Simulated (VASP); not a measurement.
# La (Pm-3m) in VASP: a series of runs

La is run at these levels: PBE; tasks: relaxation of cell and atoms.

Program: VASP 6.6.1. These are calculated values, not measurements. Logs are shortened: lines on timing, memory, paths and dates and some standing lists are left out, and cuts for length are marked.

## Step 1: The cell of the first run

Symmetry: Pm-3m, No. 221, cubic system. The conventional cell has a = 3.450 Å, b = 3.450 Å, c = 3.450 Å, α = 90.00°, β = 90.00°, γ = 90.00°. Within 4.5 Å of La (site symmetry m-3m) lie 6 La at 3.45 Å.

## Step 2: Relaxation of cell and atoms, PBE, target pressure 15 GPa, at which the enthalpy is minimised

INCAR reads:

```
SYSTEM = La
PREC = Accurate
ENCUT = 600
EDIFF = 1E-7
ISMEAR = -1
SIGMA = 0.05
LREAL = .FALSE.
LASPH = .TRUE.
NELM = 100
ALGO = Normal
ISIF = 3
LWAVE = .FALSE.
LCHARG = .FALSE.
GGA = PE
IBRION = 2
NSW = 80
EDIFFG = -0.03
PSTRESS = 150.0
```

KPOINTS reads:

```
Automatic mesh
0
G
  7 7 7
  0 0 0
```

POSCAR reads:

```
La
1.0
    3.4500000000      0.0000000000      0.0000000000
    0.0000000000      3.4500000000      0.0000000000
    0.0000000000      0.0000000000      3.4500000000
La
1
Direct
    0.0000000000      0.0000000000      0.0000000000
```

Potentials or basis: VASP PAW PBE potentials, release 64 (La).

Run with:

```bash
cat potpaw_PBE.64/La/POTCAR > POTCAR
mpirun -np 1 vasp_std > vasp.out
```

OUTCAR:

```text
SYSTEM = La
   PREC = Accurate
   ENCUT = 600
   EDIFF = 1E-7
   ISMEAR = -1
   LREAL = .FALSE.
   LASPH = .TRUE.
   NELM = 100
   ISIF = 3
   GGA = PE
   IBRION = 2
   NSW = 80
   EDIFFG = -0.03
   PSTRESS = 150.0

 ion  position               nearest neighbor table
   1  0.000  0.000  0.000-

  LATTYP: Found a simple cubic cell.
 ALAT       =     3.4500000000

  Lattice vectors:

 A1 = (   3.4500000000,   0.0000000000,   0.0000000000)
 A2 = (   0.0000000000,   3.4500000000,   0.0000000000)
 A3 = (   0.0000000000,   0.0000000000,   3.4500000000)

Analysis of symmetry for initial positions (statically):
=====================================================================
 Subroutine PRICEL returns:
 Original cell was already a primitive cell.

 Routine SETGRP: Setting up the symmetry group for a
 simple cubic supercell.

 Subroutine GETGRP returns: Found 48 space group operations
 (whereof 48 operations were pure point group operations)
 out of a pool of 48 trial point group operations.

The static configuration has the point symmetry O_h .

Analysis of symmetry for dynamics (positions and initial velocities):
=====================================================================
 Subroutine PRICEL returns:
 Original cell was already a primitive cell.

 Routine SETGRP: Setting up the symmetry group for a
 simple cubic supercell.

 Subroutine GETGRP returns: Found 48 space group operations
 (whereof 48 operations were pure point group operations)
 out of a pool of 48 trial point group operations.

The dynamic configuration has the point symmetry O_h .

 Subroutine INISYM returns: Found 48 space group operations
 (whereof 48 operations are pure point group operations),
 and found     1 'primitive' translations

----------------------------------------------------------------------------------------

                                     Primitive cell

  volume of cell :      41.0636

  direct lattice vectors                    reciprocal lattice vectors
     3.450000000  0.000000000  0.000000000     0.289855072  0.000000000  0.000000000
     0.000000000  3.450000000  0.000000000     0.000000000  0.289855072  0.000000000
     0.000000000  0.000000000  3.450000000     0.000000000  0.000000000  0.289855072

  length of vectors
     3.450000000  3.450000000  3.450000000     0.289855072  0.289855072  0.289855072

  position of ions in fractional coordinates (direct lattice)
     0.000000000  0.000000000  0.000000000

  ion indices of the primitive-cell ions
   primitive index   ion index
                 1           1

----------------------------------------------------------------------------------------

 KPOINTS: Automatic mesh

Automatic generation of k-mesh.
 Grid dimensions read from file:
 generate k-points for:    7    7    7

 Generating k-lattice:

  Cartesian coordinates                     Fractional coordinates (reciprocal lattice)
     0.041407867  0.000000000  0.000000000     0.142857143  0.000000000  0.000000000
     0.000000000  0.041407867  0.000000000     0.000000000  0.142857143  0.000000000
     0.000000000  0.000000000  0.041407867     0.000000000  0.000000000  0.142857143

  Length of vectors
     0.041407867  0.041407867  0.041407867

  Shift w.r.t. Gamma in fractional coordinates (k-lattice)
     0.000000000  0.000000000  0.000000000

 Subroutine IBZKPT returns following result:
 ===========================================

 Found     20 irreducible k-points:

 Following reciprocal coordinates:
            Coordinates               Weight
  0.000000  0.000000  0.000000      1.000000
  0.142857  0.000000  0.000000      6.000000
  0.285714  0.000000  0.000000      6.000000
  0.428571  0.000000  0.000000      6.000000
  0.142857  0.142857  0.000000     12.000000
  0.285714  0.142857  0.000000     24.000000
[... 12 lines left out ...]
  0.428571  0.428571  0.285714     24.000000
  0.428571  0.428571  0.428571      8.000000
   k-points           NKPTS =     20   k-points in BZ     NKDIM =     20   number of bands    NBANDS=      9
   number of dos      NEDOS =    301   number of ions     NIONS =      1
   total plane-waves  NPLWV =  21952
   dimension x,y,z NGX =    28 NGY =   28 NGZ =   28
   dimension x,y,z NGXF=    56 NGYF=   56 NGZF=   56
   ions per type =               1
   NGX,Y,Z   is equivalent  to a cutoff of  13.49, 13.49, 13.49 a.u.
   NGXF,Y,Z  is equivalent  to a cutoff of  26.98, 26.98, 26.98 a.u.
 SYSTEM =  La
   PREC   = accura    normal or accurate (medium, high low for compatibility)
   ISTART =      0    job   : 0-new  1-cont  2-samecut
   ICHARG =      2    charge: 1-file 2-atom 10-const
   ISPIN  =      1    spin polarized calculation?
   LNONCOLLINEAR =      F non collinear calculations
   LSORBIT =      F    spin-orbit coupling
   LASPH  =      T    aspherical Exc in radial PAW
   ENCUT  =  600.0 eV  44.10 Ry    6.64 a.u.   6.89  6.89  6.89*2*pi/ulx,y,z
   NELM   =    100;   NELMIN=  2; NELMDL= -5     # of ELM steps
   EDIFF  = 0.1E-06   stopping-criterion for ELM
   LREAL  =      F    real-space projection
   EDIFFG = -.3E-01   stopping-criterion for IOM
   NSW    =     80    number of steps for IOM
   IBRION =      2    ionic relax: 0-MD 1-quasi-New 2-CG
   NFREE  =      1    steps in history (QN), initial steepest desc. (CG)
   ISIF   =      3    stress and relaxation
   ISYM   =      2    0-nonsym 1-usesym 2-fastsym
   POTIM  = 0.5000    time-step for ionic-motion
   TEBEG  =    0.0;   TEEND  =   0.0 temperature during run
   PSTRESS=  150.0 pullay stress
   NELECT =      11.0000    total number of electrons
   NUPDOWN=      -1.0000    fix difference up-down
   EMIN   =  10.00;   EMAX   =-10.00  energy-range for DOS
   EFERMI =   0.00;   METHOD = LEGACY
   ISMEAR =    -1;   SIGMA  =   0.05  broadening in eV -4-tet -1-fermi 0-gaus
   EFERMI_NEDOS =   21; number of points for ismear=-14 and -15
   IALGO  =     38    algorithm
   IMIX   =      4    mixing-type and parameters
     AMIX     =   0.40;   BMIX     =  1.00
     AMIX_MAG =   1.60;   BMIX_MAG =  1.00
  volume/ion in A,a.u.               =      41.06       277.11
  Fermi-wavevector in a.u.,A,eV,Ry     =   1.055326  1.994277 15.152984  1.113713
  Thomas-Fermi vector in A             =   2.190520
   LORBIT       =      0    0 simple, 1 ext, 2 COOP (PROOUT), +10 PAW based schemes
   GGA     = PE    functional components
   LHFCALC =     F    Hartree Fock is set to
   AEXX    =    0.0000 exact exchange contribution
   IVDW    =     0    specifies the selected vdW correction
   LEPSILON=     F    determine dielectric tensor
   LRPA    =     F    only Hartree local field effects (RPA)
 conjugate gradient relaxation of ions
 non-spin polarized calculation
  energy-cutoff  :      600.00
  volume of cell :       41.06
 maximum number of plane-waves:      1386
 NGX is ok and might be reduce to    28
   NGX = 13   NGY = 13   NGZ = 13

--------------------------------------- Ionic step        1  -------------------------------------------

 number of electron      11.0000001 magnetization

 Free energy of the ion-electron system (eV)
  ---------------------------------------------------
  ext. energy  EPLUGINS =         0.00000000
  ---------------------------------------------------
  free energy    TOTEN  =        -4.33891146 eV

  energy without entropy =       -4.31329904  energy(sigma->0) =       -4.32610525

 E-fermi :   6.7977     XC(G=0):  -9.1034

 val. band max:        6.7855247848   @ k =   0.4286   0.2857   0.2857
 cond. band min:       6.8604722953   @ k =   0.4286   0.4286   0.2857
 fundamental gap:      0.0749475105
 Fermi energy:         6.7976908146

 k-point     1 :       0.0000    0.0000    0.0000
  band No.  band energies     occupation
      1     -26.3715      2.00000
      2      -9.3345      2.00000
      3      -9.3345      2.00000
      4      -9.3345      2.00000
      5       3.9008      2.00000
      6       5.8679      2.00000
      7       5.8679      2.00000
      8       8.4849      0.00000
      9       8.4850      0.00000

 k-point     2 :       0.1429    0.0000    0.0000
  band No.  band energies     occupation
      1     -26.3420      2.00000
      2      -9.6366      2.00000
      3      -9.3083      2.00000
      4      -9.3083      2.00000
      5       4.2953      2.00000
      6       5.9787      2.00000
      7       6.3927      1.99939
      8       8.4363      0.00000
      9       8.5045      0.00000
[... 353 lines left out ...]
  FREE ENERGIE OF THE ION-ELECTRON SYSTEM (eV)
  ---------------------------------------------------
  free  energy   TOTEN  =        -4.0207515745 eV

  energy  without entropy=       -4.0024859943  energy(sigma->0) =       -4.01161878

  enthalpy is  TOTEN    =        -1.5341086151 eV   P V=        2.4866429594

--------------------------------------- Ionic step        5  -------------------------------------------

 number of electron      11.0000000 magnetization

 Free energy of the ion-electron system (eV)
  ---------------------------------------------------
  ext. energy  EPLUGINS =         0.00000000
  ---------------------------------------------------
  free energy    TOTEN  =        -4.03302129 eV

  energy without entropy =       -4.01484480  energy(sigma->0) =       -4.02393305

 E-fermi :  11.2880     XC(G=0): -10.9329

 val. band max:       11.2771883980   @ k =   0.4286   0.1429   0.0000
 cond. band min:      11.3137306223   @ k =   0.2857   0.1429   0.0000
 fundamental gap:      0.0365422243
 Fermi energy:        11.2879681579

 k-point     1 :       0.0000    0.0000    0.0000
  band No.  band energies     occupation
      1     -21.8862      2.00000
      2      -3.3617      2.00000
      3      -3.3617      2.00000
      4      -3.3617      2.00000
      5       9.1037      2.00000
      6       9.6033      2.00000
      7       9.6033      2.00000
      8      13.8945      0.00000
      9      13.8945      0.00000

 k-point     2 :       0.1429    0.0000    0.0000
  band No.  band energies     occupation
      1     -21.7723      2.00000
      2      -4.3032      2.00000
      3      -3.2762      2.00000
      4      -3.2762      2.00000
      5       9.4985      2.00000
      6       9.7738      2.00000
      7      10.9647      1.99689
      8      13.7725      0.00000
      9      13.9337      0.00000
[... 236 lines left out ...]
 POSITION                                       TOTAL-FORCE (eV/Angst)
 -----------------------------------------------------------------------------------
      2.98851      2.98851      0.00000        -0.000000     -0.000000     -0.000000
 -----------------------------------------------------------------------------------
    total drift:                                0.000000      0.000000     -0.000000

  FREE ENERGIE OF THE ION-ELECTRON SYSTEM (eV)
  ---------------------------------------------------
  free  energy   TOTEN  =        -4.0330212908 eV

  energy  without entropy=       -4.0148448009  energy(sigma->0) =       -4.02393305

  enthalpy is  TOTEN    =        -1.5341491556 eV   P V=        2.4988721352

 reached required accuracy - stopping structural energy minimisation
```

It used 44 s of CPU time on 1 thread of AMD EPYC 7R13 Processor (Zen 3) (shared host).

What came out:

```
Free energy                                            : -4.0330 eV
Relaxed volume                                         : 26.69 Å³/atom
Relaxed cell                                           : a = 2.989 Å, b = 2.989 Å, c = 2.989 Å, α = 90.00°, β = 90.00°, γ = 90.00°
Space group after relaxing (to 0.05 Å)                 : Pm-3m (No. 221)
Energy change on relaxing (the enthalpy is what falls) : +305.9 meV/atom
Ionic steps                                            : 5
Pressure after relaxing                                : 14.8 GPa
```

The path:
| step | energy change (eV) | largest force (eV/Å) | pressure (GPa) | volume (Å³) |
| --- | --- | --- | --- | --- |
| 1 | 0.0000 | 0.0000 | -1.98 | 41.06 |
| 2 | 1.4368 | 0.0000 | 50.21 | 20.25 |
| 3 | 0.2954 | 0.0000 | 14.55 | 26.81 |
| 4 | 0.3182 | 0.0000 | 15.22 | 26.56 |
| 5 | 0.3059 | 0.0000 | 14.85 | 26.69 |

Final structure:
```xyz
1
Lattice="2.9885 0.0000 0.0000 0.0000 2.9885 0.0000 0.0000 0.0000 2.9885" Properties=species:S:1:pos:R:3 pbc="T T T"
La    2.9885    2.9885    0.0000
```

Caveat: the cell is relaxed towards a set pressure, so the enthalpy falls and the energy may rise; the volume moved by over 15 % at a fixed basis, so the end points are rough; spin-orbit coupling is left out, which moves the levels of the heavy elements.

[end of part 1 of 2]
